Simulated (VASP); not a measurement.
# V2O3 (R-3c) in VASP: single point with PBE

Aim: the single point of V2O3 with PBE.

Everything below comes from runs of VASP 6.6.1. Logs are shortened: lines on timing, memory, paths and dates and some standing lists are left out, and cuts for length are marked.

### Step 1. The cell of the first run

Symmetry: R-3c, No. 167, trigonal system. The conventional cell has a = 4.942 Å, b = 4.942 Å, c = 14.270 Å, α = 90.00°, β = 90.00°, γ = 120.00°. Within 2.6 Å of V (site symmetry 3) lie 6 O at 1.99 to 2.05 Å and 1 V at 2.60 Å. O (site symmetry 2) has 4 V at 1.99 to 2.05 Å within 2.6 Å.

### Step 2. Single point, PBE, collinear spin, ferromagnetic start (z stretched by +2 %, then relaxed in part)

The input, INCAR:

```
SYSTEM = V2O3
ALGO = Normal
EDIFF = 1E-6
ENCUT = 600
GGA = PE
GGA_COMPAT = .FALSE.
ISIF = 2
ISMEAR = -1
ISPIN = 2
KPAR = 4
LASPH = .TRUE.
LCHARG = .FALSE.
LMAXMIX = 4
LORBIT = 11
LREAL = .FALSE.
LWAVE = .FALSE.
MAGMOM = 2 2 2 2 0 0 0 0 0 0
NBANDS = 59
NELM = 200
PREC = Accurate
SIGMA = 0.05
```

The input, KPOINTS:

```
k-points
0
G
  9 9 9
  0 0 0
```

The input, POSCAR:

```
V2O3
1.0
    2.4709073542      1.4265790261      4.7566991207
   -2.4709073542      1.4265790261      4.7566991207
    0.0000000000     -2.8531580522      4.7566991207
V O
4 6
Direct
    0.3409922983      0.3409922983      0.3409922983
    0.1590077017      0.1590077017      0.1590077017
    0.6590077017      0.6590077017      0.6590077017
    0.8409922983      0.8409922983      0.8409922983
    0.9278302411      0.2500000000      0.5721697589
    0.5721697589      0.9278302411      0.2500000000
    0.2500000000      0.5721697589      0.9278302411
    0.0721697589      0.7500000000      0.4278302411
    0.4278302411      0.0721697589      0.7500000000
    0.7500000000      0.4278302411      0.0721697589
```

Potentials or basis: VASP PAW PBE potentials, release 64 (V_sv, O).

Started as:

```sh
$ cat potpaw_PBE.64/V_sv/POTCAR potpaw_PBE.64/O/POTCAR > POTCAR
$ mpirun -np 4 vasp_std > vasp.out
```

OUTCAR:

```text
SYSTEM = V2O3
   EDIFF = 1E-6
   ENCUT = 600
   GGA = PE
   ISIF = 2
   ISMEAR = -1
   ISPIN = 2
   LASPH = .TRUE.
   LORBIT = 11
   LREAL = .FALSE.
   NELM = 200
   PREC = Accurate

 ion  position               nearest neighbor table
   1  0.341  0.341  0.341-   8 1.99   9 1.99  10 1.99   6 2.05   7 2.05   5 2.05   2 2.60   3 2.86
                             3 2.86   3 2.86
   2  0.159  0.159  0.159-  10 1.99   9 1.99   8 1.99   6 2.05   7 2.05   5 2.05   1 2.60   4 2.86
                             4 2.86   4 2.86
   3  0.659  0.659  0.659-   5 1.99   6 1.99   7 1.99   9 2.05   8 2.05  10 2.05   4 2.60   1 2.86
                             1 2.86   1 2.86
   4  0.841  0.841  0.841-   7 1.99   6 1.99   5 1.99   9 2.05   8 2.05  10 2.05   3 2.60   2 2.86
                             2 2.86   2 2.86
   5  0.928  0.250  0.572-   3 1.99   4 1.99   1 2.05   2 2.05
   6  0.572  0.928  0.250-   3 1.99   4 1.99   1 2.05   2 2.05
   7  0.250  0.572  0.928-   4 1.99   3 1.99   1 2.05   2 2.05
   8  0.072  0.750  0.428-   1 1.99   2 1.99   3 2.05   4 2.05
   9  0.428  0.072  0.750-   1 1.99   2 1.99   3 2.05   4 2.05
  10  0.750  0.428  0.072-   2 1.99   1 1.99   3 2.05   4 2.05

  LATTYP: Found a trigonal (rhomboedric) cell.
 ALAT       =     5.5467736023
 COS(alpha) =     0.6031174179

  Lattice vectors:

 A1 = (   2.4709073542,   1.4265790261,   4.7566991207)
 A2 = (  -2.4709073542,   1.4265790261,   4.7566991207)
 A3 = (   0.0000000000,  -2.8531580522,   4.7566991207)

Analysis of symmetry for initial positions (statically):
=====================================================================
 Subroutine PRICEL returns:
 Original cell was already a primitive cell.

 Routine SETGRP: Setting up the symmetry group for a
 trigonal (rhombohedral) supercell.

 Subroutine GETGRP returns: Found 12 space group operations
 (whereof  6 operations were pure point group operations)
 out of a pool of 12 trial point group operations.

The static configuration has the point symmetry S_6 .
 The point group associated with its full space group is D_3d.

Analysis of symmetry for dynamics (positions and initial velocities):
=====================================================================
 Subroutine PRICEL returns:
 Original cell was already a primitive cell.

 Routine SETGRP: Setting up the symmetry group for a
 trigonal (rhombohedral) supercell.

 Subroutine GETGRP returns: Found 12 space group operations
 (whereof  6 operations were pure point group operations)
 out of a pool of 12 trial point group operations.

The dynamic configuration has the point symmetry S_6 .
 The point group associated with its full space group is D_3d.

Analysis of structural, dynamic, and magnetic symmetry:
=====================================================================
 Subroutine PRICEL returns:
 Original cell was already a primitive cell.

 Routine SETGRP: Setting up the symmetry group for a
 trigonal (rhombohedral) supercell.

 Subroutine GETGRP returns: Found 12 space group operations
 (whereof  6 operations were pure point group operations)
 out of a pool of 12 trial point group operations.

The overall configuration has the point symmetry S_6 .
 The point group associated with its full space group is D_3d.

 Subroutine INISYM returns: Found 12 space group operations
 (whereof  6 operations are pure point group operations),
 and found     1 'primitive' translations

----------------------------------------------------------------------------------------

                                     Primitive cell

  volume of cell :     100.6026

  direct lattice vectors                    reciprocal lattice vectors
     2.470907354  1.426579026  4.756699121     0.202354815  0.116829607  0.070076607
    -2.470907354  1.426579026  4.756699121    -0.202354815  0.116829607  0.070076607
     0.000000000 -2.853158052  4.756699121     0.000000000 -0.233659214  0.070076607

  length of vectors
     5.546773602  5.546773602  5.546773602     0.243941302  0.243941302  0.243941302

  position of ions in fractional coordinates (direct lattice)
[... 78 lines left out ...]
   number of dos      NEDOS =    301   number of ions     NIONS =     10
   total plane-waves  NPLWV = 110592
   dimension x,y,z NGX =    48 NGY =   48 NGZ =   48
   dimension x,y,z NGXF=    96 NGYF=   96 NGZF=   96
   ions per type =               4   6
   NGX,Y,Z   is equivalent  to a cutoff of  14.39, 14.39, 14.39 a.u.
   NGXF,Y,Z  is equivalent  to a cutoff of  28.77, 28.77, 28.77 a.u.
 SYSTEM =  V2O3
   PREC   = accura    normal or accurate (medium, high low for compatibility)
   ISTART =      0    job   : 0-new  1-cont  2-samecut
   ICHARG =      2    charge: 1-file 2-atom 10-const
   ISPIN  =      2    spin polarized calculation?
   LNONCOLLINEAR =      F non collinear calculations
   LSORBIT =      F    spin-orbit coupling
   LASPH  =      T    aspherical Exc in radial PAW
   ENCUT  =  600.0 eV  44.10 Ry    6.64 a.u.  11.08 11.08 11.08*2*pi/ulx,y,z
   NELM   =    200;   NELMIN=  2; NELMDL= -5     # of ELM steps
   EDIFF  = 0.1E-05   stopping-criterion for ELM
   LREAL  =      F    real-space projection
[... 7 lines left out ...]
   TEBEG  =    0.0;   TEEND  =   0.0 temperature during run
   PSTRESS=    0.0 pullay stress
   NELECT =      88.0000    total number of electrons
   NUPDOWN=      -1.0000    fix difference up-down
   EMIN   =  10.00;   EMAX   =-10.00  energy-range for DOS
   EFERMI =   0.00;   METHOD = LEGACY
   ISMEAR =    -1;   SIGMA  =   0.05  broadening in eV -4-tet -1-fermi 0-gaus
   EFERMI_NEDOS =   21; number of points for ismear=-14 and -15
   IALGO  =     38    algorithm
   IMIX   =      4    mixing-type and parameters
     AMIX     =   0.40;   BMIX     =  1.00
     AMIX_MAG =   1.60;   BMIX_MAG =  1.00
  volume/ion in A,a.u.               =      10.06        67.89
  Fermi-wavevector in a.u.,A,eV,Ry     =   1.565667  2.958681 33.352127  2.451312
  Thomas-Fermi vector in A             =   2.668109
   LORBIT       =     11    0 simple, 1 ext, 2 COOP (PROOUT), +10 PAW based schemes
   GGA     = PE    functional components
   LHFCALC =     F    Hartree Fock is set to
   AEXX    =    0.0000 exact exchange contribution
   IVDW    =     0    specifies the selected vdW correction
   LEPSILON=     F    determine dielectric tensor
   LRPA    =     F    only Hartree local field effects (RPA)
 spin polarized calculation
  energy-cutoff  :      600.00
  volume of cell :      100.60
 maximum number of plane-waves:      3378
 NGX is ok and might be reduce to    48
   NGX = 23   NGY = 23   NGZ = 23

 number of electron      87.9999992 magnetization       4.6017944

 Free energy of the ion-electron system (eV)
  ---------------------------------------------------
  ext. energy  EPLUGINS =         0.00000000
  ---------------------------------------------------
  free energy    TOTEN  =       -88.49027812 eV

  energy without entropy =      -88.46286467  energy(sigma->0) =      -88.47657140

 E-fermi :   7.8369     XC(G=0): -11.9840

 val. band max:        7.8357515806   @ k =  -0.2222  -0.2222   0.1111
 cond. band min:       7.8452917328   @ k =  -0.1111   0.3333   0.1111
 fundamental gap:      0.0095401523
 Fermi energy:         7.8368720865

 spin component 1

 k-point     1 :       0.0000    0.0000    0.0000
  band No.  band energies     occupation
      1     -57.9062      1.00000
      2     -57.8588      1.00000
      3     -57.8567      1.00000
      4     -57.8161      1.00000
      5     -31.9289      1.00000
      6     -31.9289      1.00000
[... 1405 lines left out ...]
     55       9.8820      0.00000
     56      10.0734      0.00000

 [... further k-points ...]

 spin component 2

 k-point     1 :       0.0000    0.0000    0.0000
  band No.  band energies     occupation
      1     -56.7925      1.00000
      2     -56.7439      1.00000
      3     -56.7403      1.00000
      4     -56.6991      1.00000
      5     -31.0001      1.00000
      6     -30.8835      1.00000
[... 1405 lines left out ...]
     55      10.6396      0.00000
     56      10.7385      0.00000

 [... further k-points ...]

 [bands above 56 left out]

------------------------ aborting loop because EDIFF is reached ----------------------------------------

  FORCE on cell =-STRESS in cart. coord.  units (eV):
  Direction    XX          YY          ZZ          XY          YZ          ZX
  --------------------------------------------------------------------------------------
  -------------------------------------------------------------------------------------
  Total       -4.3651496     -4.3651496     -2.6609051     -0.0000000     -0.0000000      0.0000000
  in kB      -69.5185149    -69.5185149    -42.3770514     -0.0000000     -0.0000000      0.0000000
  external PRESSURE =     -60.4713604 kB  Pullay stress =       0.0000000 kB

 VOLUME and BASIS-vectors are now :
 -----------------------------------------------------------------------------
  energy-cutoff  :      600.00
  volume of cell :      100.60
      direct lattice vectors                 reciprocal lattice vectors
     2.470907354  1.426579026  4.756699121     0.202354815  0.116829607  0.070076607
    -2.470907354  1.426579026  4.756699121    -0.202354815  0.116829607  0.070076607
     0.000000000 -2.853158052  4.756699121     0.000000000 -0.233659214  0.070076607

 POSITION                                       TOTAL-FORCE (eV/Angst)
 -----------------------------------------------------------------------------------
      0.00000      0.00000      4.86599         0.000000      0.000000      0.034747
      0.00000      0.00000      2.26906         0.000000      0.000000     -0.034747
      0.00000      0.00000      9.40410         0.000000      0.000000     -0.034747
      0.00000      0.00000     12.00104         0.000000      0.000000      0.034747
      1.67486      0.04778      8.32422        -0.002796     -0.004843      0.000000
     -0.87880      1.42658      8.32422         0.005592      0.000000      0.000000
     -0.79605     -1.47436      8.32422        -0.002796      0.004843      0.000000
     -1.67486     -0.04778      5.94587         0.002796      0.004843      0.000000
      0.87880     -1.42658      5.94587        -0.005592      0.000000      0.000000
      0.79605      1.47436      5.94587         0.002796     -0.004843      0.000000
 -----------------------------------------------------------------------------------
    total drift:                                0.000000     -0.000000      0.000000

  FREE ENERGIE OF THE ION-ELECTRON SYSTEM (eV)
  ---------------------------------------------------
  free  energy   TOTEN  =       -88.4902781233 eV

  energy  without entropy=      -88.4628646711  energy(sigma->0) =      -88.47657140

 total charge

# of ion       s       p       d       tot
------------------------------------------
    1        2.228   6.243   3.006  11.477
    2        2.228   6.243   3.006  11.477
    3        2.228   6.243   3.006  11.477
    4        2.228   6.243   3.006  11.477
    5        1.556   3.483   0.000   5.039
    6        1.556   3.483   0.000   5.039
    7        1.556   3.483   0.000   5.039
    8        1.556   3.483   0.000   5.039
    9        1.556   3.483   0.000   5.039
   10        1.556   3.483   0.000   5.039
--------------------------------------------------
tot         18.247  45.870  12.025  76.141

 magnetization (x)

# of ion       s       p       d       tot
------------------------------------------
    1        0.010   0.012   1.069   1.091
    2        0.010   0.012   1.069   1.091
    3        0.010   0.012   1.069   1.091
    4        0.010   0.012   1.069   1.091
    5       -0.001  -0.016   0.000  -0.017
    6       -0.001  -0.016   0.000  -0.017
    7       -0.001  -0.016   0.000  -0.017
    8       -0.001  -0.016   0.000  -0.017
    9       -0.001  -0.016   0.000  -0.017
   10       -0.001  -0.016   0.000  -0.017
--------------------------------------------------
tot          0.034  -0.046   4.276   4.264
```

Run time: 6.6 min. Hardware: 4 MPI ranks of Intel Xeon 6975P-C (Granite Rapids), shared host; peak memory 0.96 GiB.

Results:

```
Free energy                                           : -88.4903 eV
Pressure                                              : -6.0 GPa
Largest force                                         : 0.035 eV/Å
Net moment                                            : 4.60 μB per cell
Site moments                                          : V +1.09; O -0.02 μB
Valence electrons inside the program's atomic spheres : V 11.48; O 5.04
```

Forces in eV/Å, atoms in the order of the input:
```
V    0.000  0.000  0.035
V    0.000  0.000 -0.035
V    0.000  0.000 -0.035
V    0.000  0.000  0.035
O   -0.003 -0.005  0.000
O    0.006  0.000  0.000
O   -0.003  0.005  0.000
O    0.003  0.005  0.000
O   -0.006  0.000  0.000
O    0.003 -0.005  0.000
```

Stress tensor (GPa, compression positive):
```
-6.95  0.00  0.00
 0.00 -6.95  0.00
 0.00  0.00 -4.24
```

Caveat: the cell differs from its parent crystal (z stretched by +2 %, then relaxed in part); the cell stands under tension; semilocal functionals often make such compounds metallic where correlation or magnetic order opens a gap, which also shifts bond lengths.
